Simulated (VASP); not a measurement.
Input of a VASP 6.6.1 run:

The input INCAR:

```
SYSTEM = Al
PREC = Accurate ; ENCUT = 500
EDIFF = 1E-6 ; ISMEAR = 0
SIGMA = 0.15 ; LREAL = .False.
LASPH = .True. ; NELM = 120
ALGO = Normal ; ISIF = 2
LWAVE = .False. ; LCHARG = .False.
GGA = PE ; IVDW = 12
NBANDS = 14 ; GGA_COMPAT = .False.
```

Contents of KPOINTS:

```
Automatic mesh
0
Gamma
  18 18 4
  0 0 0
```

Contents of POSCAR:

```
Al
1.0
    2.8654000000      0.0000000000      0.0000000000
   -1.4327000000      2.4815091920      0.0000000000
    0.0000000000      0.0000000000     10.5726000000
Al
4
Direct
    0.0000000000      0.0000000000      0.0000000000
    0.3333333333      0.6666666667      0.2500000000
    0.0000000000      0.0000000000      0.5000000000
    0.6666666667      0.3333333333      0.7500000000
```

Potentials or basis: VASP PAW PBE potentials, release 64 (Al).

Launch:

```sh
$ cat potpaw_PBE.64/Al/POTCAR > POTCAR
$ mpirun -np 1 vasp_std > vasp.out
```

Problem. What does it give for the dispersion energy per atom?

Solution. -0.294 eV.

Problem. Estimate the pressure.

Solution. -8.8 GPa.

Stress tensor (GPa, compression positive):
```
 -7.65   0.00   0.00
  0.00  -7.65   0.00
  0.00   0.00 -11.18
```

Caveat: the cell stands under tension.
